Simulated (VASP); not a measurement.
Li2S, 3 atoms in the cell. The structure is tetragonal, space group I4/mmm (No. 139). Conventional cell: a = 4.024 Å, b = 4.024 Å, c = 5.749 Å, α = 90.00°, β = 90.00°, γ = 90.00°. Li (site symmetry -4m2) has 4 S at 2.47 Å and 6 Li at 2.85 to 2.87 Å within 3.3 Å. S (site symmetry 4/mmm) has 8 Li at 2.47 Å within 3.3 Å.  This cell differs from its parent crystal: uniaxial x strain +1.0%.

* Program: VASP 6.6.1
* Task: single point
* Functional: PBE
* Potentials or basis: VASP PAW PBE potentials, release 64 (Li_sv, S)
* Cutoff: 750 eV
* k mesh: 8 × 8 × 8
* Occupations: fermi-dirac, width 0.02 eV
* Spin: no spin polarisation
* Dipole correction: no
* Further INCAR settings: ALGO = Normal; EDIFF = 1e-06; NBANDS = 13

Potentials or basis: VASP PAW PBE potentials, release 64 (Li_sv, S).

Launch:

```sh
$ cat potpaw_PBE.64/Li_sv/POTCAR potpaw_PBE.64/S/POTCAR > POTCAR
$ mpirun -np 1 vasp_std > vasp.out
```

Hardware: 1 thread of Oxide Virtual Turin-like Processor, on a shared host.

**Question.** Estimate the wall time of this run.

**Answer.** It took 68 s on 1 thread of Oxide Virtual Turin-like Processor (shared host), peak memory 0.19 GiB. Counts: scf iterations 12, k points 59.
